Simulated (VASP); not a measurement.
Here is a VASP 6.6.1 calculation.

The input INCAR:

```
PREC = Accurate ; ENCUT = 600
EDIFF = 1E-6 ; ISMEAR = 0
SIGMA = 0.1 ; LREAL = False
LASPH = True ; NELM = 100
ALGO = Normal ; ISIF = 3
LWAVE = False ; LCHARG = False
GGA = PE ; IBRION = 2
NSW = 100 ; EDIFFG = -0.01
```

KPOINTS

```
regular mesh
0
Gamma
  12 12 10
```

The input POSCAR:

```
S
1.0
    4.1559899663      0.0000000000      0.0000000000
    0.0000000000      4.1559899663      0.0000000000
    0.0000000000      0.0000000000      4.7114092604
S
3
Direct
    0.5000000000      0.5000000000      0.7567530437
    0.0000000000      0.5000000000      0.9486734781
    0.5000000000      0.0000000000      0.9486734781
```

Potentials or basis: VASP PAW PBE potentials, release 64 (S).

The run is started by

```console
$ cat potpaw_PBE.64/S/POTCAR > POTCAR
$ mpirun -np 1 vasp_std > vasp.out
```

Question: Predict the relaxed cell.

Answer: a = 4.152 Å, b = 4.152 Å, c = 4.703 Å, α = 90.00°, β = 90.00°, γ = 90.00°.

Question: What does it give for the space group after relaxing (to 0.05 Å)?

Answer: P4mm (No. 99).

Question: What does it give for the band gap on the k mesh?

Answer: Zero (band 9 reaches 3.86 eV, above the bottom of band 10 at 1.57 eV).

Question: Estimate the relaxed volume.

Answer: 27.03 Å³/atom.

Final structure:
```
S
1.0
     4.15192    0.00000    0.00000
     0.00000    4.15192    0.00000
     0.00000    0.00000    4.70327
S
3
Cartesian
  2.0760 2.0760 3.5659
  0.0000 2.0760 4.4585
  2.0760 0.0000 4.4585
```

Caveat: this functional lacks dispersion, which binds the layers, so the pressure and a relaxed spacing across them are unreliable.
